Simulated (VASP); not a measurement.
Write the native input for VASP 6.6.1 that does the following.

```yaml
Task: single point
Functional: PBE
Potentials_or_basis: VASP PAW PBE potentials, release 64 (I, Cu)
Cutoff: 520 eV
k_mesh: 8 × 8 × 8
Occupations: gaussian, width 0.025 eV
Spin: no spin polarisation
Dipole_correction: no
Further_INCAR_settings: ALGO = Normal; EDIFF = 1e-06; NBANDS = 16
```

The structure of CuI lies in POSCAR:

```
CuI
1.0
    0.0000000000      3.0315000000      3.0315000000
    3.0315000000      0.0000000000      3.0315000000
    3.0315000000      3.0315000000      0.0000000000
I Cu
1 1
Direct
    0.0000000000      0.0000000000      0.0000000000
    0.7500000000      0.7500000000      0.7500000000
```

The input as run:

INCAR

```
ALGO = Normal ; EDIFF = 1E-6
ENCUT = 520 ; GGA = PE
ISIF = 2 ; ISMEAR = 0
LASPH = True ; LCHARG = False
LREAL = False ; LWAVE = False
NBANDS = 16 ; NELM = 100
PREC = Accurate ; SIGMA = 0.025
```

KPOINTS

```
k-points
0
Gamma
  8 8 8
```

Potentials or basis: VASP PAW PBE potentials, release 64 (I, Cu).

Run with:

```console
$ cat potpaw_PBE.64/I/POTCAR potpaw_PBE.64/Cu/POTCAR > POTCAR
$ mpirun -np 1 vasp_std > vasp.out
```

Results of the run:

```
Pressure               : 0.7 GPa
Band gap on the k mesh : 1.14 eV
```

Caveat: spin-orbit coupling is left out, which moves the levels of the heavy elements.

Run time: 8.8 s on 1 thread of Intel(R) Xeon(R) 6975P-C (Granite Rapids) (shared host), peak memory 0.18 GiB.
